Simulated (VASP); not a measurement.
# Ag (P6_3/mmc) in VASP: further runs

Ag is run at these levels: PBE; tasks: single point, relaxation of cell and atoms.

Program: VASP 6.6.1. These are calculated values, not measurements. Logs are shortened: lines on timing, memory, paths and dates and some standing lists are left out, and cuts for length are marked.

## Step 1: The cell of the first run

It takes space group P6_3/mmc (No. 194, hexagonal). The conventional cell has a = 2.581 Å, b = 2.581 Å, c = 4.244 Å, α = 90.00°, β = 90.00°, γ = 120.00°. Within 3.4 Å of Ag (site symmetry -6m2) lie 12 Ag at 2.58 to 2.59 Å.

## Step 2: Single point, PBE

Contents of INCAR:

```
SYSTEM = Ag
ALGO = Normal
EDIFF = 1E-7
ENCUT = 520
GGA = PE
ISIF = 2
ISMEAR = -1
LASPH = .True.
LCHARG = .False.
LREAL = .False.
LWAVE = .False.
NBANDS = 18
NELM = 100
PREC = Accurate
SIGMA = 0.08
```

Contents of KPOINTS:

```
k-points
0
Gamma
  17 17 9
  0 0 0
```

Contents of POSCAR:

```
Ag
1.0
    2.5809197430      0.0000000000      0.0000000000
   -1.2904598715      2.2351420625      0.0000000000
    0.0000000000      0.0000000000      4.2441114932
Ag
2
Direct
    0.3333333333      0.6666666667      0.2500000000
    0.6666666667      0.3333333333      0.7500000000
```

Potentials or basis: VASP PAW PBE potentials, release 64 (Ag).

Started as:

```console
cat potpaw_PBE.64/Ag/POTCAR > POTCAR
mpirun -np 1 vasp_std > vasp.out
```

OUTCAR:

```text
SYSTEM = Ag
   EDIFF = 1E-7
   ENCUT = 520
   GGA = PE
   ISIF = 2
   ISMEAR = -1
   LASPH = .True.
   LREAL = .False.
   NELM = 100
   PREC = Accurate

 ion  position               nearest neighbor table
   1  0.333  0.667  0.250-   2 2.59   2 2.59   2 2.59   2 2.59   2 2.59   2 2.59
   2  0.667  0.333  0.750-   1 2.59   1 2.59   1 2.59   1 2.59   1 2.59   1 2.59

  LATTYP: Found a hexagonal cell.
 ALAT       =     2.5809197430
 C/A-ratio  =     1.6444182368

  Lattice vectors:

 A1 = (   2.5809197430,   0.0000000000,   0.0000000000)
 A2 = (  -1.2904598715,   2.2351420625,   0.0000000000)
 A3 = (   0.0000000000,   0.0000000000,   4.2441114932)

Analysis of symmetry for initial positions (statically):
=====================================================================
 Subroutine PRICEL returns:
 Original cell was already a primitive cell.

 Routine SETGRP: Setting up the symmetry group for a
 hexagonal supercell.

 Subroutine GETGRP returns: Found 24 space group operations
 (whereof 12 operations were pure point group operations)
 out of a pool of 24 trial point group operations.

The static configuration has the point symmetry D_3d.
 The point group associated with its full space group is D_6h.

Analysis of symmetry for dynamics (positions and initial velocities):
=====================================================================
 Subroutine PRICEL returns:
 Original cell was already a primitive cell.

 Routine SETGRP: Setting up the symmetry group for a
 hexagonal supercell.

 Subroutine GETGRP returns: Found 24 space group operations
 (whereof 12 operations were pure point group operations)
 out of a pool of 24 trial point group operations.

The dynamic configuration has the point symmetry D_3d.
 The point group associated with its full space group is D_6h.

 Subroutine INISYM returns: Found 24 space group operations
 (whereof 12 operations are pure point group operations),
 and found     1 'primitive' translations

----------------------------------------------------------------------------------------

                                     Primitive cell

  volume of cell :      24.4831

  direct lattice vectors                    reciprocal lattice vectors
     2.580919743  0.000000000  0.000000000     0.387458774  0.223699428  0.000000000
    -1.290459871  2.235142063  0.000000000     0.000000000  0.447398855  0.000000000
     0.000000000  0.000000000  4.244111493     0.000000000  0.000000000  0.235620577

  length of vectors
     2.580919743  2.580919743  4.244111493     0.447398855  0.447398855  0.235620577

  position of ions in fractional coordinates (direct lattice)
     0.333333333  0.666666667  0.250000000
     0.666666667  0.333333333  0.750000000

  ion indices of the primitive-cell ions
   primitive index   ion index
                 1           1
                 2           2

----------------------------------------------------------------------------------------

 KPOINTS: k-points

Automatic generation of k-mesh.
 Grid dimensions read from file:
 generate k-points for:   17   17    9

 Generating k-lattice:

  Cartesian coordinates                     Fractional coordinates (reciprocal lattice)
     0.022791693  0.013158790  0.000000000     0.058823529  0.000000000  0.000000000
     0.000000000  0.026317580  0.000000000     0.000000000  0.058823529  0.000000000
     0.000000000  0.000000000  0.026180064     0.000000000  0.000000000  0.111111111

  Length of vectors
     0.026317580  0.026317580  0.026180064

  Shift w.r.t. Gamma in fractional coordinates (k-lattice)
     0.000000000  0.000000000  0.000000000

 Subroutine IBZKPT returns following result:
 ===========================================

 Found    165 irreducible k-points:

 Following reciprocal coordinates:
            Coordinates               Weight
  0.000000  0.000000  0.000000      1.000000
  0.058824  0.000000  0.000000      6.000000
  0.117647  0.000000  0.000000      6.000000
  0.176471  0.000000  0.000000      6.000000
  0.235294  0.000000  0.000000      6.000000
  0.294118  0.000000  0.000000      6.000000
[... 16 lines left out ...]
  0.411765  0.117647  0.000000     12.000000
  0.176471  0.176471  0.000000      6.000000
 [... further k-points ...]
   k-points           NKPTS =    165   k-points in BZ     NKDIM =    165   number of bands    NBANDS=     18
   number of dos      NEDOS =    301   number of ions     NIONS =      2
   total plane-waves  NPLWV =  12800
   dimension x,y,z NGX =    20 NGY =   20 NGZ =   32
   dimension x,y,z NGXF=    40 NGYF=   40 NGZF=   64
   ions per type =               2
   NGX,Y,Z   is equivalent  to a cutoff of  12.88, 12.88, 12.53 a.u.
   NGXF,Y,Z  is equivalent  to a cutoff of  25.77, 25.77, 25.07 a.u.
 SYSTEM =  Ag
   PREC   = accura    normal or accurate (medium, high low for compatibility)
   ISTART =      0    job   : 0-new  1-cont  2-samecut
   ICHARG =      2    charge: 1-file 2-atom 10-const
   ISPIN  =      1    spin polarized calculation?
   LNONCOLLINEAR =      F non collinear calculations
   LSORBIT =      F    spin-orbit coupling
   LASPH  =      T    aspherical Exc in radial PAW
   ENCUT  =  520.0 eV  38.22 Ry    6.18 a.u.   4.80  4.80  7.89*2*pi/ulx,y,z
   NELM   =    100;   NELMIN=  2; NELMDL= -5     # of ELM steps
   EDIFF  = 0.1E-06   stopping-criterion for ELM
   LREAL  =      F    real-space projection
   EDIFFG = 0.1E-05   stopping-criterion for IOM
   NSW    =      0    number of steps for IOM
   IBRION =     -1    ionic relax: 0-MD 1-quasi-New 2-CG
   NFREE  =      0    steps in history (QN), initial steepest desc. (CG)
   ISIF   =      2    stress and relaxation
   ISYM   =      2    0-nonsym 1-usesym 2-fastsym
   POTIM  = 0.5000    time-step for ionic-motion
   TEBEG  =    0.0;   TEEND  =   0.0 temperature during run
   PSTRESS=    0.0 pullay stress
   NELECT =      22.0000    total number of electrons
   NUPDOWN=      -1.0000    fix difference up-down
   EMIN   =  10.00;   EMAX   =-10.00  energy-range for DOS
   EFERMI =   0.00;   METHOD = LEGACY
   ISMEAR =    -1;   SIGMA  =   0.08  broadening in eV -4-tet -1-fermi 0-gaus
   EFERMI_NEDOS =   21; number of points for ismear=-14 and -15
   IALGO  =     38    algorithm
   IMIX   =      4    mixing-type and parameters
     AMIX     =   0.40;   BMIX     =  1.00
     AMIX_MAG =   1.60;   BMIX_MAG =  1.00
  volume/ion in A,a.u.               =      12.24        82.61
  Fermi-wavevector in a.u.,A,eV,Ry     =   1.579769  2.985331 33.955653  2.495670
  Thomas-Fermi vector in A             =   2.680098
   LORBIT       =      0    0 simple, 1 ext, 2 COOP (PROOUT), +10 PAW based schemes
   GGA     = PE    functional components
   LHFCALC =     F    Hartree Fock is set to
   AEXX    =    0.0000 exact exchange contribution
   IVDW    =     0    specifies the selected vdW correction
   LEPSILON=     F    determine dielectric tensor
   LRPA    =     F    only Hartree local field effects (RPA)
 non-spin polarized calculation
  energy-cutoff  :      520.00
  volume of cell :       24.48
 maximum number of plane-waves:       670
 NGX is ok and might be reduce to    20
   NGX =  9   NGY =  9   NGZ = 15

 number of electron      21.9999994 magnetization

 Free energy of the ion-electron system (eV)
  ---------------------------------------------------
  ext. energy  EPLUGINS =         0.00000000
  ---------------------------------------------------
  free energy    TOTEN  =        -3.12114520 eV

  energy without entropy =       -3.11350832  energy(sigma->0) =       -3.11732676

 E-fermi :  14.2266     XC(G=0): -14.3064

 val. band max:       14.1784869001   @ k =   0.1176   0.1176   0.2222
 cond. band min:      14.2992664375   @ k =   0.2941   0.1765   0.4444
 fundamental gap:      0.1207795374
 Fermi energy:        14.2265597776

 k-point     1 :       0.0000    0.0000    0.0000
  band No.  band energies     occupation
      1       3.4546      2.00000
      2       4.9628      2.00000
      3       7.5592      2.00000
      4       7.7474      2.00000
      5       7.7474      2.00000
      6       8.1777      2.00000
[... 10 lines left out ...]
     17      36.6783      0.00000
     18      36.6783      0.00000

 k-point     2 :       0.0588    0.0000    0.0000
  band No.  band energies     occupation
      1       3.5834      2.00000
      2       5.0514      2.00000
      3       7.4477      2.00000
      4       7.8351      2.00000
      5       7.8453      2.00000
      6       8.1370      2.00000
[... 10 lines left out ...]
     17      35.7316      0.00000
     18      35.7880      0.00000

 k-point     3 :       0.1176    0.0000    0.0000
  band No.  band energies     occupation
      1       3.9536      2.00000
      2       5.2890      2.00000
      3       7.2406      2.00000
      4       7.9490      2.00000
      5       8.0922      2.00000
      6       8.1347      2.00000
[... 10 lines left out ...]
     17      34.0907      0.00000
     18      35.0296      0.00000

 k-point     4 :       0.1765    0.0000    0.0000
  band No.  band energies     occupation
      1       4.5058      2.00000
      2       5.5695      2.00000
      3       7.0628      2.00000
      4       7.7862      2.00000
      5       7.8367      2.00000
      6       8.4355      2.00000
[... 375 lines left out ...]
      4       7.5437      2.00000
      5       8.1523      2.00000
      6       8.1618      2.00000
[... 10 lines left out ...]
     17      28.6335      0.00000
     18      31.1227      0.00000

 k-point    23 :       0.4118    0.1176    0.0000
  band No.  band energies     occupation
      1       5.2783      2.00000
      2       5.5436      2.00000
      3       5.9041      2.00000
      4       7.5389      2.00000
      5       8.0269      2.00000
      6       8.4692      2.00000
[... 10 lines left out ...]
     17      27.1597      0.00000
     18      30.7419      0.00000

 k-point    24 :       0.1765    0.1765    0.0000
  band No.  band energies     occupation
      1       5.9474      2.00000
      2       6.1726      2.00000
      3       6.5112      2.00000
      4       6.5461      2.00000
      5       7.6274      2.00000
      6       7.9314      2.00000
[... 10 lines left out ...]
     17      32.7473      0.00000
     18      33.9813      0.00000

 [... further k-points ...]
[... 5 lines left out ...]
  --------------------------------------------------------------------------------------
  -------------------------------------------------------------------------------------
  Total       15.1568922     15.1568922     15.1627810      0.0000000      0.0000000      0.0000000
  in kB      991.8690293    991.8690293    992.2543904      0.0000000      0.0000000      0.0000000
  external PRESSURE =     991.9974830 kB  Pullay stress =       0.0000000 kB

 VOLUME and BASIS-vectors are now :
 -----------------------------------------------------------------------------
  energy-cutoff  :      520.00
  volume of cell :       24.48
      direct lattice vectors                 reciprocal lattice vectors
     2.580919743  0.000000000  0.000000000     0.387458774  0.223699428  0.000000000
    -1.290459871  2.235142063  0.000000000     0.000000000  0.447398855  0.000000000
     0.000000000  0.000000000  4.244111493     0.000000000  0.000000000  0.235620577

 POSITION                                       TOTAL-FORCE (eV/Angst)
 -----------------------------------------------------------------------------------
     -0.00000      1.49009      1.06103         0.000000     -0.000000      0.000000
      1.29046      0.74505      3.18308        -0.000000      0.000000      0.000000
 -----------------------------------------------------------------------------------
    total drift:                               -0.000000      0.000000     -0.000000

  FREE ENERGIE OF THE ION-ELECTRON SYSTEM (eV)
  ---------------------------------------------------
  free  energy   TOTEN  =        -3.1211451951 eV

  energy  without entropy=       -3.1135083156  energy(sigma->0) =       -3.11732676
```

Run time: 22 s. Hardware: 1 thread of Intel Xeon 6975P-C (Granite Rapids), shared host; peak memory 0.17 GiB.

Results:

```
Free energy            : -3.1211 eV
Pressure               : 99.2 GPa
Band gap on the k mesh : zero (band 11 reaches 18.91 eV, above the bottom of band 12 at 10.20 eV)
```

## Step 3: Relaxation of cell and atoms, PBE, target pressure 100 GPa, at which the enthalpy is minimised

This run uses another cell than the first one, of 12.21 Å³/atom, 0.997 times its volume.

Contents of INCAR:

```
PREC     = Accurate       # precision mode
ENCUT    = 600            # plane-wave cutoff, eV
EDIFF    = 1E-6           # SCF threshold, eV
ISMEAR   = -1             # smearing method
SIGMA    = 0.08           # smearing width, eV
LREAL    = F              # projectors in reciprocal space
LASPH    = T              # aspherical terms in the spheres
NELM     = 100            # most SCF steps
ALGO     = Normal         # electronic algorithm
ISIF     = 3              # what is computed and relaxed
LWAVE    = F              # write WAVECAR
LCHARG   = F              # write CHGCAR
GGA      = PE             # functional
IBRION   = 2              # ionic algorithm
NSW      = 60             # ionic steps
EDIFFG   = -0.005         # ionic threshold
PSTRESS  = 1000.0
```

Contents of KPOINTS:

```
Automatic mesh
0
Gamma
  17 17 9
```

Contents of POSCAR:

```
Ag
1.0
    2.5912638590      0.0000000000      0.0000000000
   -1.2956319295      2.2441003298      0.0000000000
    0.0000000000      0.0000000000      4.1978474516
Ag
2
Direct
    0.3333333333      0.6666666667      0.2500000000
    0.6666666667      0.3333333333      0.7500000000
```

Potentials or basis: VASP PAW PBE potentials, release 64 (Ag).

Started as:

```console
cat potpaw_PBE.64/Ag/POTCAR > POTCAR
mpirun -np 1 vasp_std > vasp.out
```

It took 1.7 min on 1 thread of Intel Xeon 6975P-C (Granite Rapids), shared host; peak memory 0.21 GiB.

The run converged. Its results:

```
Free energy                                            : -3.1006 eV
Relaxed volume                                         : 12.22 Å³/atom
Relaxed cell                                           : a = 2.580 Å, b = 2.580 Å, c = 4.242 Å, α = 90.00°, β = 90.00°, γ = 120.00°
Space group after relaxing (to 0.05 Å)                 : P6_3/mmc (No. 194)
Energy change on relaxing (the enthalpy is what falls) : -14.8 meV/atom
Ionic steps                                            : 10
Pressure after relaxing                                : 100.0 GPa
Band gap on the k mesh                                 : zero (band 11 reaches 18.95 eV, above the bottom of band 12 at 10.22 eV)
```

Step by step:
```tsv
step	energy change (eV)	largest force (eV/Å)	pressure (GPa)	volume (Å³)
1	0.0000	0.0000	100.85	24.41
2	-0.1396	0.0000	96.00	24.63
3	-0.0769	0.0000	98.24	24.53
4	0.1608	0.0000	106.72	24.16
5	-0.0292	0.0000	99.96	24.45
6	-0.0302	0.0000	99.96	24.45
7	-0.0536	0.0000	99.05	24.49
8	-0.0311	0.0000	99.91	24.45
9	-0.0276	0.0000	99.99	24.45
10	-0.0296	0.0000	99.96	24.45
```

Final structure:
```
Ag
1.0
     2.57978    0.00000    0.00000
    -1.28989    2.23416    0.00000
     0.00000    0.00000    4.24198
Ag
2
Direct
  0.33333 0.66667 0.25000
  0.66667 0.33333 0.75000
```

Levels at points of the mesh, in eV from the Fermi level:
```tsv
k point	band 7	band 8	band 9	band 10	band 11	band 12	band 13	band 14	band 15
(0.00, 0.00, 0.00)	-6.06	-5.38	-5.38	-3.64	-3.64	-1.68	5.58	15.94	18.09
```

Caveat: the cell is relaxed towards a set pressure, so the enthalpy falls and the energy may rise.
